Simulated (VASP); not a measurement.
# SrTiO3 (Amm2) in VASP: single point with PBEsol

Aim: the single point of SrTiO3 with PBEsol.

Everything below comes from runs of VASP 6.6.1. Logs are shortened: lines on timing, memory, paths and dates and some standing lists are left out, and cuts for length are marked.

**1. The cell of the first run**

The structure is orthorhombic, space group Amm2 (No. 38). Conventional cell: a = 3.891 Å, b = 5.503 Å, c = 5.503 Å, α = 90.00°, β = 90.00°, γ = 90.00°. Within 3.6 Å of Sr (site symmetry mm2) lie 12 O at 2.73 to 2.78 Å and 8 Ti at 3.35 to 3.39 Å. Ti (site symmetry mm2) has 6 O at 1.95 Å within 2.6 Å. Within 2.6 Å of O (site symmetry mm2) lie 2 Ti at 1.95 Å. Within 2.6 Å of O (site symmetry m) lie 2 Ti at 1.95 Å.

**2. Single point, PBEsol**

INCAR

```
SYSTEM = SrTiO3
PREC     = Accurate       ! precision mode
ENCUT    = 520            ! plane-wave cutoff, eV
EDIFF    = 1E-7           ! SCF threshold, eV
ISMEAR   = 0              ! smearing method
SIGMA    = 0.05           ! smearing width, eV
LREAL    = .False.        ! projectors in reciprocal space
LASPH    = .True.         ! aspherical terms in the spheres
NELM     = 80             ! most SCF steps
ALGO     = Normal         ! electronic algorithm
ISIF     = 2              ! what is computed and relaxed
LWAVE    = .False.        ! write WAVECAR
LCHARG   = .False.        ! write CHGCAR
GGA      = PS             ! functional
NBANDS   = 28             ! bands
```

KPOINTS

```
regular mesh
0
Gamma
  8 8 8
  0 0 0
```

POSCAR

```
SrTiO3
1.0
    3.8911201355      0.0000000000      0.0000000000
    0.0000000000      3.8911201355      0.0000000000
    0.0000000000      0.0000000000      3.8911201355
Sr Ti O
1 1 3
Direct
    0.0000000000     -0.0045430799     -0.0045430799
    0.5000000000      0.5000000000      0.5000000000
    0.0000000000      0.5000000000      0.5000000000
    0.5000000000      0.0000000000      0.5000000000
    0.5000000000      0.5000000000      0.0000000000
```

Potentials or basis: VASP PAW PBE potentials, release 64 (Sr_sv, Ti_sv, O).

On the command line:

```bash
$ cat potpaw_PBE.64/Sr_sv/POTCAR potpaw_PBE.64/Ti_sv/POTCAR potpaw_PBE.64/O/POTCAR > POTCAR
$ mpirun -np 1 vasp_std > vasp.out
```

OUTCAR:

```text
SYSTEM = SrTiO3
   PREC = Accurate
   ENCUT = 520
   EDIFF = 1E-7
   ISMEAR = 0
   LREAL = .False.
   LASPH = .True.
   NELM = 80
   ISIF = 2
   GGA = PS

 ion  position               nearest neighbor table
   1  0.000  0.995  0.995-   3 2.73   4 2.74   5 2.74   4 2.74   5 2.74   3 2.75   3 2.75   4 2.76
                             4 2.76   5 2.76   5 2.76   3 2.78   2 3.35   2 3.35   2 3.37   2 3.37
   2  0.500  0.500  0.500-   3 1.95   4 1.95   5 1.95   5 1.95   4 1.95   3 1.95   1 3.35   1 3.35
                             1 3.37   1 3.37   1 3.37   1 3.37   1 3.39   1 3.39
   3  0.000  0.500  0.500-   2 1.95   2 1.95   1 2.73   1 2.75   1 2.75   1 2.78
   4  0.500  0.000  0.500-   2 1.95   2 1.95   1 2.74   1 2.74   1 2.76   1 2.76
   5  0.500  0.500  0.000-   2 1.95   2 1.95   1 2.74   1 2.74   1 2.76   1 2.76

  LATTYP: Found a simple cubic cell.
 ALAT       =     3.8911201355

  Lattice vectors:

 A1 = (   3.8911201355,   0.0000000000,   0.0000000000)
 A2 = (   0.0000000000,   3.8911201355,   0.0000000000)
 A3 = (   0.0000000000,   0.0000000000,   3.8911201355)

Analysis of symmetry for initial positions (statically):
=====================================================================
 Subroutine PRICEL returns:
 Original cell was already a primitive cell.

 Routine SETGRP: Setting up the symmetry group for a
 simple cubic supercell.

 Subroutine GETGRP returns: Found  4 space group operations
 (whereof  4 operations were pure point group operations)
 out of a pool of 48 trial point group operations.

The static configuration has the point symmetry C_2v.

Analysis of symmetry for dynamics (positions and initial velocities):
=====================================================================
 Subroutine PRICEL returns:
 Original cell was already a primitive cell.

 Routine SETGRP: Setting up the symmetry group for a
 simple cubic supercell.

 Subroutine GETGRP returns: Found  4 space group operations
 (whereof  4 operations were pure point group operations)
 out of a pool of 48 trial point group operations.

The dynamic configuration has the point symmetry C_2v.

 Subroutine INISYM returns: Found  4 space group operations
 (whereof  4 operations are pure point group operations),
 and found     1 'primitive' translations

----------------------------------------------------------------------------------------

[... 99 lines left out ...]
   LREAL  =      F    real-space projection
   EDIFFG = 0.1E-05   stopping-criterion for IOM
   NSW    =      0    number of steps for IOM
   IBRION =     -1    ionic relax: 0-MD 1-quasi-New 2-CG
   NFREE  =      0    steps in history (QN), initial steepest desc. (CG)
   ISIF   =      2    stress and relaxation
   ISYM   =      2    0-nonsym 1-usesym 2-fastsym
   POTIM  = 0.5000    time-step for ionic-motion
   TEBEG  =    0.0;   TEEND  =   0.0 temperature during run
   PSTRESS=    0.0 pullay stress
   NELECT =      40.0000    total number of electrons
   NUPDOWN=      -1.0000    fix difference up-down
   EMIN   =  10.00;   EMAX   =-10.00  energy-range for DOS
   EFERMI =   0.00;   METHOD = LEGACY
   ISMEAR =     0;   SIGMA  =   0.05  broadening in eV -4-tet -1-fermi 0-gaus
   EFERMI_NEDOS =   21; number of points for ismear=-14 and -15
   IALGO  =     38    algorithm
   IMIX   =      4    mixing-type and parameters
     AMIX     =   0.40;   BMIX     =  1.00
     AMIX_MAG =   1.60;   BMIX_MAG =  1.00
  volume/ion in A,a.u.               =      11.78        79.52
  Fermi-wavevector in a.u.,A,eV,Ry     =   1.438865  2.719061 28.168602  2.070334
  Thomas-Fermi vector in A             =   2.557785
   LORBIT       =      0    0 simple, 1 ext, 2 COOP (PROOUT), +10 PAW based schemes
   GGA     = PS    functional components
   LHFCALC =     F    Hartree Fock is set to
   AEXX    =    0.0000 exact exchange contribution
   IVDW    =     0    specifies the selected vdW correction
   LEPSILON=     F    determine dielectric tensor
   LRPA    =     F    only Hartree local field effects (RPA)
 non-spin polarized calculation
 Gauss-broadening in eV      SIGMA  =   0.05
  energy-cutoff  :      520.00
  volume of cell :       58.91
 maximum number of plane-waves:      1622
 NGX is ok and might be reduce to    30
   NGX = 15   NGY = 15   NGZ = 15

 number of electron      40.0000012 magnetization

 Free energy of the ion-electron system (eV)
  ---------------------------------------------------
  ext. energy  EPLUGINS =         0.00000000
  ---------------------------------------------------
  free energy    TOTEN  =       -42.01460730 eV

  energy without entropy =      -42.01460730  energy(sigma->0) =      -42.01460730

 E-fermi :   4.5025     XC(G=0): -11.5966

 val. band max:        4.1132442662   @ k =   0.5000   0.5000   0.5000
 cond. band min:       5.9329233001   @ k =   0.0000   0.0000   0.0000
 fundamental gap:      1.8196790339
 Fermi energy:         4.5024557267

 k-point     1 :       0.0000    0.0000    0.0000
  band No.  band energies     occupation
      1     -52.0430      2.00000
      2     -28.4992      2.00000
      3     -28.4124      2.00000
      4     -28.4123      2.00000
      5     -28.4121      2.00000
      6     -13.2859      2.00000
[... 733 lines left out ...]
     27      11.3230      0.00000
     28      12.0501      0.00000

 [... further k-points ...]

------------------------ aborting loop because EDIFF is reached ----------------------------------------

  FORCE on cell =-STRESS in cart. coord.  units (eV):
  Direction    XX          YY          ZZ          XY          YZ          ZX
  --------------------------------------------------------------------------------------
  -------------------------------------------------------------------------------------
  Total        0.2540677      0.2536089      0.2536089      0.0000000      0.0063926      0.0000000
  in kB        6.9093329      6.8968559      6.8968559      0.0000000      0.1738463      0.0000000
  external PRESSURE =       6.9010149 kB  Pullay stress =       0.0000000 kB

 VOLUME and BASIS-vectors are now :
 -----------------------------------------------------------------------------
  energy-cutoff  :      520.00
  volume of cell :       58.91
      direct lattice vectors                 reciprocal lattice vectors
     3.891120136  0.000000000  0.000000000     0.256995406  0.000000000  0.000000000
     0.000000000  3.891120136  0.000000000     0.000000000  0.256995406  0.000000000
     0.000000000  0.000000000  3.891120136     0.000000000  0.000000000  0.256995406

 POSITION                                       TOTAL-FORCE (eV/Angst)
 -----------------------------------------------------------------------------------
      0.00000      3.87344      3.87344         0.000000      0.065233      0.065233
      1.94556      1.94556      1.94556         0.000000     -0.053291     -0.053291
      0.00000      1.94556      1.94556         0.000000      0.004460      0.004460
      1.94556      0.00000      1.94556         0.000000     -0.020930      0.004527
      1.94556      1.94556      0.00000         0.000000      0.004527     -0.020930
 -----------------------------------------------------------------------------------
    total drift:                                0.000000      0.000010      0.000010

  FREE ENERGIE OF THE ION-ELECTRON SYSTEM (eV)
  ---------------------------------------------------
  free  energy   TOTEN  =       -42.0146073046 eV

  energy  without entropy=      -42.0146073046  energy(sigma->0) =      -42.01460730
```

OSZICAR:

```text
N       E                     dE             d eps       ncg     rms          rms(c)
DAV:   1     0.430216762928E+03    0.43022E+03   -0.21391E+04  5880   0.160E+03
DAV:   2    -0.507667175939E+01   -0.43529E+03   -0.41548E+03  6620   0.439E+02
DAV:   3    -0.495059631778E+02   -0.44429E+02   -0.44080E+02  8124   0.135E+02
DAV:   4    -0.515577683307E+02   -0.20518E+01   -0.20469E+01  8784   0.250E+01
DAV:   5    -0.516100185752E+02   -0.52250E-01   -0.52235E-01  8200   0.347E+00    0.273E+01
DAV:   6    -0.421135226340E+02    0.94965E+01   -0.48923E+01  8488   0.636E+01    0.155E+01
DAV:   7    -0.421029175936E+02    0.10605E-01   -0.69815E+00  7768   0.196E+01    0.113E+01
DAV:   8    -0.421510650976E+02   -0.48148E-01   -0.17794E+00  7020   0.141E+01    0.353E+00
DAV:   9    -0.420245851192E+02    0.12648E+00   -0.46600E-01  7052   0.699E+00    0.119E+00
DAV:  10    -0.420215700689E+02    0.30151E-02   -0.98209E-02  7284   0.206E+00    0.807E-01
DAV:  11    -0.420146376941E+02    0.69324E-02   -0.27360E-02  8920   0.167E+00    0.167E-01
DAV:  12    -0.420146256909E+02    0.12003E-04   -0.19942E-03  6920   0.508E-01    0.116E-01
DAV:  13    -0.420146210252E+02    0.46657E-05   -0.72130E-04  8616   0.205E-01    0.612E-02
DAV:  14    -0.420146136973E+02    0.73279E-05   -0.47088E-05  7348   0.553E-02    0.301E-02
DAV:  15    -0.420146080684E+02    0.56289E-05   -0.14999E-05  8788   0.338E-02    0.172E-02
DAV:  16    -0.420146072527E+02    0.81576E-06   -0.11369E-05  6728   0.261E-02    0.213E-03
DAV:  17    -0.420146073046E+02   -0.51943E-07   -0.90305E-07  7668   0.890E-03
   1 F= -.42014607E+02 E0= -.42014607E+02  d E =-.737077E-30
```

stdout:

```text
POSCAR found type information on POSCAR SrTiO
 POSCAR found :  3 types and       5 ions
 scaLAPACK will be used
 -----------------------------------------------------------------------------
|                                                                             |
|                                                                             |
|     You enforced a specific xc type in the INCAR file but a different       |
|     I HOPE YOU KNOW WHAT YOU ARE DOING!                                     |
|                                                                             |
 -----------------------------------------------------------------------------

 LDA part: xc-table for (Slater+PW92), standard interpolation
 POSCAR, INCAR and KPOINTS ok, starting setup
 FFT: planning ... GRIDC
 FFT: planning ... GRID_SOFT
 FFT: planning ... GRID
 WAVECAR not read
 entering main loop
```

Run time: 87 s. Hardware: 1 thread of Intel Xeon 6975P-C (Granite Rapids), shared host; peak memory 0.29 GiB.

What came out:

* Free energy: -42.0146 eV
* Pressure: 0.7 GPa
* Largest force: 0.092 eV/Å
* Band gap on the k mesh: 1.82 eV (least direct gap 2.17 eV)

Forces on the atoms (eV/Å):
```
Sr   0.000  0.065  0.065
Ti   0.000 -0.053 -0.053
O    0.000  0.004  0.004
O    0.000 -0.021  0.005
O    0.000  0.005 -0.021
```

Caveat: the cell differs from its parent crystal (all Sr atoms moved +0.025 Å, as atom 1 towards its neighbour atom 3 (O) at 2.751 Å); the PAW data sets were made with another functional, which shifts forces and pressure a little. A k mesh can miss the band edges.
